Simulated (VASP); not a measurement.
# WSe2 (P6_3/mmc) in VASP: a series of runs

Runs on WSe2. Level: r2SCAN+rVV10. Tasks: single point.

Program: VASP 6.6.1. These are calculated values, not measurements. Logs are shortened: lines on timing, memory, paths and dates and some standing lists are left out, and cuts for length are marked.

**Experimental background.**

From “Time-resolved XUV ARPES with tunable 24–33 eV laser pulses at 30 meV resolution”, 2019, pmc:6684652, for a bulk crystal of WSe2: band gap 1.3 eV (indirect).

How close the calculation comes is told below.

### 1 The cell of the first run

Symmetry: P6_3/mmc, No. 194, hexagonal system. Conventional cell: a = 3.290 Å, b = 3.290 Å, c = 12.970 Å, α = 90.00°, β = 90.00°, γ = 120.00°. Within 3.3 Å of W (site symmetry -6m2) lie 6 Se at 2.53 Å and 6 W at 3.29 Å. Within 3.4 Å of Se (site symmetry 3m) lie 3 W at 2.53 Å and 7 Se at 3.29 to 3.35 Å.

### 2 Single point, r2SCAN+rVV10

The input, POSCAR:

```
WSe2
1.0
    3.2900000000      0.0000000000      0.0000000000
   -1.6450000000      2.8492235785      0.0000000000
    0.0000000000      0.0000000000     12.9700000000
W Se
2 4
Direct
    0.3333333333      0.6666666667      0.2500000000
    0.6666666667      0.3333333333      0.7500000000
    0.3333333333      0.6666666667      0.6210000000
    0.6666666667      0.3333333333      0.1210000000
    0.3333333333      0.6666666667      0.8790000000
    0.6666666667      0.3333333333      0.3790000000
```

The input, INCAR.step1:

```
  PREC = Accurate
  ENCUT = 520
  ISMEAR = 0
  SIGMA = 0.1
  LREAL = F
  LASPH = T
  NELM = 80
  NBANDS = 35
  GGA = PE
  ALGO = Normal
  EDIFF = 1E-4
  LWAVE = T
  LCHARG = F
```

The input, INCAR.step2:

```
  PREC = Accurate
  ENCUT = 520
  EDIFF = 1E-7
  ISMEAR = 0
  SIGMA = 0.1
  LREAL = F
  LASPH = T
  NELM = 80
  ALGO = Normal
  ISIF = 2
  LWAVE = F
  LCHARG = F
  METAGGA = R2SCAN
  LMIXTAU = T
  LUSE_VDW = T
  IVDW_NL = 2
  BPARAM = 11.95
  CPARAM = 0.0093
  NBANDS = 35
  ISTART = 1
```

The input, KPOINTS:

```
regular mesh
0
Gamma
  6 6 2
```

Potentials or basis: VASP PAW PBE potentials, release 64 (W_sv, Se).

Run with:

```
> cat potpaw_PBE.64/W_sv/POTCAR potpaw_PBE.64/Se/POTCAR > POTCAR
> cp INCAR.step1 INCAR
> mpirun -np 1 vasp_std > vasp.out
> cp INCAR.step2 INCAR
> mpirun -np 1 vasp_std > vasp.out
```

OUTCAR:

```text
PREC = Accurate
   ENCUT = 520
   EDIFF = 1E-7
   ISMEAR = 0
   LREAL = F
   LASPH = T
   NELM = 80
   ISIF = 2
   METAGGA = R2SCAN
   IVDW_NL = 2
   BPARAM = 11.95
   ISTART = 1

 ion  position               nearest neighbor table
   1  0.333  0.667  0.250-   4 2.53   6 2.53   4 2.53   6 2.53   4 2.53   6 2.53
   2  0.667  0.333  0.750-   3 2.53   5 2.53   3 2.53   5 2.53   3 2.53   5 2.53
   3  0.333  0.667  0.621-   2 2.53   2 2.53   2 2.53
   4  0.667  0.333  0.121-   1 2.53   1 2.53   1 2.53
   5  0.333  0.667  0.879-   2 2.53   2 2.53   2 2.53
   6  0.667  0.333  0.379-   1 2.53   1 2.53   1 2.53

  LATTYP: Found a hexagonal cell.
 ALAT       =     3.2900000000
 C/A-ratio  =     3.9422492401

  Lattice vectors:

 A1 = (   3.2900000000,   0.0000000000,   0.0000000000)
 A2 = (  -1.6450000000,   2.8492235785,   0.0000000000)
 A3 = (   0.0000000000,   0.0000000000,  12.9700000000)

Analysis of symmetry for initial positions (statically):
=====================================================================
 Subroutine PRICEL returns:
 Original cell was already a primitive cell.

 Routine SETGRP: Setting up the symmetry group for a
 hexagonal supercell.

 Subroutine GETGRP returns: Found 24 space group operations
 (whereof 12 operations were pure point group operations)
 out of a pool of 24 trial point group operations.

The static configuration has the point symmetry D_3d.
 The point group associated with its full space group is D_6h.

Analysis of symmetry for dynamics (positions and initial velocities):
=====================================================================
 Subroutine PRICEL returns:
 Original cell was already a primitive cell.

 Routine SETGRP: Setting up the symmetry group for a
 hexagonal supercell.

 Subroutine GETGRP returns: Found 24 space group operations
 (whereof 12 operations were pure point group operations)
 out of a pool of 24 trial point group operations.

The dynamic configuration has the point symmetry D_3d.
 The point group associated with its full space group is D_6h.

 Subroutine INISYM returns: Found 24 space group operations
 (whereof 12 operations are pure point group operations),
 and found     1 'primitive' translations

----------------------------------------------------------------------------------------

                                     Primitive cell

  volume of cell :     121.5801

[... 86 lines left out ...]
   LREAL  =      F    real-space projection
   EDIFFG = 0.1E-05   stopping-criterion for IOM
   NSW    =      0    number of steps for IOM
   IBRION =     -1    ionic relax: 0-MD 1-quasi-New 2-CG
   NFREE  =      0    steps in history (QN), initial steepest desc. (CG)
   ISIF   =      2    stress and relaxation
   ISYM   =      2    0-nonsym 1-usesym 2-fastsym
   POTIM  = 0.5000    time-step for ionic-motion
   TEBEG  =    0.0;   TEEND  =   0.0 temperature during run
   PSTRESS=    0.0 pullay stress
   NELECT =      52.0000    total number of electrons
   NUPDOWN=      -1.0000    fix difference up-down
   EMIN   =  10.00;   EMAX   =-10.00  energy-range for DOS
   EFERMI =   0.00;   METHOD = LEGACY
   ISMEAR =     0;   SIGMA  =   0.10  broadening in eV -4-tet -1-fermi 0-gaus
   EFERMI_NEDOS =   21; number of points for ismear=-14 and -15
   IALGO  =     38    algorithm
   IMIX   =      4    mixing-type and parameters
     AMIX     =   0.40;   BMIX     =  1.00
     AMIX_MAG =   1.60;   BMIX_MAG =  1.00
  volume/ion in A,a.u.               =      20.26       136.74
  Fermi-wavevector in a.u.,A,eV,Ry     =   1.233451  2.330884 20.699914  1.521401
  Thomas-Fermi vector in A             =   2.368180
   LORBIT       =      0    0 simple, 1 ext, 2 COOP (PROOUT), +10 PAW based schemes
   METAGGA = R2SCAN    functional components
   LHFCALC =     F    Hartree Fock is set to
   AEXX    =    0.0000 exact exchange contribution
   IVDW_NL    =     2    kernel type
   BPARAM     =11.9500
   IVDW    =     0    specifies the selected vdW correction
   LEPSILON=     F    determine dielectric tensor
   LRPA    =     F    only Hartree local field effects (RPA)
 non-spin polarized calculation
 Gauss-broadening in eV      SIGMA  =   0.10
  energy-cutoff  :      520.00
  volume of cell :      121.58
 maximum number of plane-waves:      3324
   NGX = 13   NGY = 13   NGZ = 49

 number of electron      51.9999991 magnetization

 Free energy of the ion-electron system (eV)
  ---------------------------------------------------
  ext. energy  EPLUGINS =         0.00000000
  ---------------------------------------------------
  free energy    TOTEN  =      -162.54630381 eV

  energy without entropy =     -162.54630381  energy(sigma->0) =     -162.54630381

 E-fermi :   6.6057     XC(G=0): -11.4555

 val. band max:        6.0969553027   @ k =   0.0000   0.0000   0.0000
 cond. band min:       7.1679966093   @ k =   0.1667   0.1667   0.0000
 fundamental gap:      1.0710413066
 Fermi energy:         6.6056835269

 k-point     1 :       0.0000    0.0000    0.0000
  band No.  band energies     occupation
      1     -70.2145      2.00000
      2     -70.2145      2.00000
      3     -33.8141      2.00000
      4     -33.8140      2.00000
      5     -33.6811      2.00000
      6     -33.6811      2.00000
[... 521 lines left out ...]
     34      10.7513      0.00000
     35      12.6287      0.00000

------------------------ aborting loop because EDIFF is reached ----------------------------------------

  FORCE on cell =-STRESS in cart. coord.  units (eV):
  Direction    XX          YY          ZZ          XY          YZ          ZX
  --------------------------------------------------------------------------------------
  -------------------------------------------------------------------------------------
  Total        0.9547442      0.9547442      0.4794572      0.0000000     -0.0000000     -0.0000000
  in kB       12.5815802     12.5815802      6.3182674      0.0000000     -0.0000000     -0.0000000
  external PRESSURE =      10.4938093 kB  Pullay stress =       0.0000000 kB

 VOLUME and BASIS-vectors are now :
 -----------------------------------------------------------------------------
  energy-cutoff  :      520.00
  volume of cell :      121.58
      direct lattice vectors                 reciprocal lattice vectors
     3.290000000  0.000000000  0.000000000     0.303951368  0.175486404  0.000000000
    -1.645000000  2.849223579  0.000000000     0.000000000  0.350972808  0.000000000
     0.000000000  0.000000000 12.970000000     0.000000000  0.000000000  0.077101002

 POSITION                                       TOTAL-FORCE (eV/Angst)
 -----------------------------------------------------------------------------------
     -0.00000      1.89948      3.24250         0.000000     -0.000000      0.000000
      1.64500      0.94974      9.72750        -0.000000      0.000000      0.000000
     -0.00000      1.89948      8.05437        -0.000000     -0.000000      0.043249
      1.64500      0.94974      1.56937        -0.000000     -0.000000      0.043249
     -0.00000      1.89948     11.40063        -0.000000     -0.000000     -0.043249
      1.64500      0.94974      4.91563        -0.000000      0.000000     -0.043249
 -----------------------------------------------------------------------------------
    total drift:                               -0.000000      0.000000     -0.000000

  FREE ENERGIE OF THE ION-ELECTRON SYSTEM (eV)
  ---------------------------------------------------
  free  energy   TOTEN  =      -162.5463038096 eV

  energy  without entropy=     -162.5463038096  energy(sigma->0) =     -162.54630381
```

OUTCAR.step1:

```text
PREC = Accurate
   ENCUT = 520
   ISMEAR = 0
   LREAL = F
[... 758 lines left out ...]
     -0.00000      1.89948      8.05437         0.000000      0.000000     -0.215946
      1.64500      0.94974      1.56937         0.000000     -0.000000     -0.215946
     -0.00000      1.89948     11.40063         0.000000      0.000000      0.215946
      1.64500      0.94974      4.91563         0.000000     -0.000000      0.215946
 -----------------------------------------------------------------------------------
    total drift:                               -0.000000      0.000000     -0.000000

  FREE ENERGIE OF THE ION-ELECTRON SYSTEM (eV)
  ---------------------------------------------------
  free  energy   TOTEN  =       -43.1256648088 eV

  energy  without entropy=      -43.1256648088  energy(sigma->0) =      -43.12566481
```

Wall time 8.6 min (1 thread of Intel Xeon 8259CL, shared host); peak memory 0.47 GiB.

What came out:

| Quantity | Value |
| --- | --- |
| Free energy | -162.5463 eV |
| Pressure | 1.0 GPa |
| Largest force | 0.043 eV/Å |
| Band gap on the k mesh | 1.07 eV (least direct gap 1.64 eV) |

Forces on the atoms (eV/Å):
```
W    0.000  0.000  0.000
W    0.000  0.000  0.000
Se   0.000  0.000  0.043
Se   0.000  0.000  0.043
Se   0.000  0.000 -0.043
Se   0.000  0.000 -0.043
```

Levels at points of the mesh, in eV from the valence-band top:
```csv
k point,band 22,band 23,band 24,band 25,band 26,band 27,band 28,band 29,band 30,band 31
"(0.00, 0.00, 0.00)",-1.63,-1.63,-1.20,-1.15,0.00,2.76,2.76,2.81,2.81,2.83
"(0.50, 0.00, 0.00)",-2.59,-1.53,-1.52,-1.37,-1.27,2.23,2.27,2.43,2.76,3.25
"(0.00, 0.00, 0.50)",-1.66,-1.66,-1.66,-0.24,-0.24,2.76,2.76,2.76,2.76,2.96
"(0.50, 0.00, 0.50)",-2.72,-1.43,-1.43,-1.39,-1.39,2.25,2.25,2.62,2.62,3.65
```

Caveat: the PAW data sets were made with another functional, which shifts forces and pressure a little; spin-orbit coupling is left out, which moves the levels of the heavy elements.

### 3 Single point, r2SCAN+rVV10

This run uses another cell than the first one, of 20.66 Å³/atom.

The input, POSCAR:

```
WSe2
1.0
    3.2997419173      0.0000000000      0.0000000000
   -1.6498709587      2.8576603263      0.0000000000
    0.0000000000      0.0000000000     13.1490410433
W Se
2 4
Direct
    0.3333333333      0.6666666667      0.2500000000
    0.6666666667      0.3333333333      0.7500000000
    0.3333333333      0.6666666667      0.6233412272
    0.6666666667      0.3333333333      0.1233412272
    0.3333333333      0.6666666667      0.8766587728
    0.6666666667      0.3333333333      0.3766587728
```

The input, INCAR.step1:

```
SYSTEM = WSe2
  PREC = Accurate
  ENCUT = 520
  ISMEAR = 0
  SIGMA = 0.02
  LREAL = .FALSE.
  LASPH = .TRUE.
  NELM = 80
  NBANDS = 35
  GGA = PE
  ALGO = Normal
  EDIFF = 1E-4
  LWAVE = .TRUE.
  LCHARG = .FALSE.
```

The input, INCAR.step2:

```
SYSTEM = WSe2
  PREC = Accurate
  ENCUT = 520
  EDIFF = 1E-6
  ISMEAR = 0
  SIGMA = 0.02
  LREAL = .FALSE.
  LASPH = .TRUE.
  NELM = 80
  ALGO = Normal
  ISIF = 2
  LWAVE = .FALSE.
  LCHARG = .FALSE.
  METAGGA = R2SCAN
  LMIXTAU = .TRUE.
  LUSE_VDW = .TRUE.
  IVDW_NL = 2
  BPARAM = 11.95
  CPARAM = 0.0093
  NBANDS = 35
  ISTART = 1
```

The input, KPOINTS:

```
regular mesh
0
G
  9 9 2
  0 0 0
```

Potentials or basis: VASP PAW PBE potentials, release 64 (W_sv, Se).

Run with:

```
> cat potpaw_PBE.64/W_sv/POTCAR potpaw_PBE.64/Se/POTCAR > POTCAR
> cp INCAR.step1 INCAR
> mpirun -np 1 vasp_std > vasp.out
> cp INCAR.step2 INCAR
> mpirun -np 1 vasp_std > vasp.out
```

Wall time 15 min (1 thread of Intel Xeon 8259CL, shared host); peak memory 0.62 GiB.

Results (log left out):

```yaml
Free_energy: -162.5589 eV
Pressure: 0.7 GPa
Largest_force: 0.075 eV/Å
Band_gap_on_the_k_mesh: 1.23 eV (least direct gap 1.61 eV)
```

Forces on the atoms (eV/Å):
```
W    0.000  0.000  0.000
W    0.000  0.000  0.000
Se   0.000  0.000 -0.075
Se   0.000  0.000 -0.075
Se   0.000  0.000  0.075
Se   0.000  0.000  0.075
```

Levels at points of the mesh, in eV from the valence-band top:
```csv
k point,band 23,band 24,band 25,band 26,band 27,band 28,band 29,band 30
"(0.00, 0.00, 0.00)",-1.66,-1.29,-1.06,0.00,2.76,2.76,2.80,2.80
"(0.00, 0.00, 0.50)",-1.68,-1.68,-0.25,-0.25,2.77,2.77,2.77,2.77
```

Caveat: the PAW data sets were made with another functional, which shifts forces and pressure a little; spin-orbit coupling is left out, which moves the levels of the heavy elements; an odd mesh through Γ misses points on the zone boundary, where band edges can lie.

### 4 How close it comes

Step 3. Against the measured gap of WSe2, 1.3 eV (indirect; “Time-resolved XUV ARPES with tunable 24–33 eV laser pulses at 30 meV resolution”, 2019, pmc:6684652), the calculated 1.23 eV is off by -0.07 eV. Spin-orbit coupling on Se, W is left out. The value is that of r2SCAN+rVV10 on a finite k mesh, which can miss the band edges, without temperature or zero-point motion.
